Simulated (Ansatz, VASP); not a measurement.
# SnTe in VASP and in Ansatz

The input POSCAR:

```
SnTe
1.0
    0.0000000000      3.5839840137      3.5839840137
    3.5839840137      0.0000000000      3.5839840137
    3.5839840137      3.5839840137      0.0000000000
Sn Te
1 1
Direct
    0.0000000000      0.0000000000      0.0000000000
    0.2500000000      0.2500000000      0.2500000000
```

Contents of INCAR.step1:

```
PREC = Accurate ; ENCUT = 520
EDIFF = 1E-5 ; ISMEAR = -1
SIGMA = 0.02 ; LREAL = F
LASPH = T ; NELM = 100
ALGO = Normal ; ISIF = 2
LWAVE = T ; LCHARG = F
GGA = PE ; NBANDS = 17
```

INCAR.step2

```
PREC = Accurate ; ENCUT = 520
EDIFF = 1E-6 ; ISMEAR = -1
SIGMA = 0.02 ; LREAL = F
LASPH = T ; NELM = 100
ALGO = Normal ; ISIF = 2
LWAVE = F ; LCHARG = F
GGA = PE ; LHFCALC = T
AEXX = 0.3 ; HFSCREEN = 0.1
PRECFOCK = Normal ; ISTART = 1
NBANDS = 17
```

Contents of KPOINTS:

```
regular mesh
0
Gamma
  4 4 4
```

Input for Ansatz:

```yaml
crystal:
  lattice:
    - [0.0, 3.5839840137, 3.5839840137]
    - [3.5839840137, 0.0, 3.5839840137]
    - [3.5839840137, 3.5839840137, 0.0]
  atoms:
    - { symbol: Sn, position: [0.0, 0.0, 0.0] }
    - { symbol: Te, position: [0.25, 0.25, 0.25] }
kpoints:
  mp_grid: { grid: [4, 4, 4] }
hamiltonian:
  xc: { exchange: pbe, correlation: pbe, exx: { coeff: 0.3, omega: 0.1 } }
scf:
  occupations: { method: fermi_dirac, width: 0.02 }
  n_extra_bands: 4
output:
  forces: true
  stress: true
  eigenvalues: true
```

Alike in both runs: task single point; functional PBE-based screened hybrid; k mesh 4 × 4 × 4; occupations fermi-dirac, width 0.02 eV; no spin polarisation.

|  | VASP | Ansatz |
| --- | --- | --- |
| version | VASP 6.6.1 | Ansatz 0.2.0 |
| potentials or method | VASP PAW PBE potentials, release 64 (Sn_d, Te) | plane waves |
| plane-wave cutoff (eV) | 520 | 420 |
| valence electrons in the cell | 20 | 30 |

|  | VASP | Ansatz | Ansatz less VASP |
| --- | --- | --- | --- |
| pressure (GPa) | -0.3 | -0.1 | +0.22 |

VASP's potentials were made for PBE, not for PBE-based screened hybrid. VASP's potentials hold 20 valence electrons a cell and Ansatz's 30, so a difference there can come from the potentials and not from the codes. Ansatz's warnings: stress exchange threshold loose, stress scf threshold loose.

Neither program's run includes spin-orbit coupling.
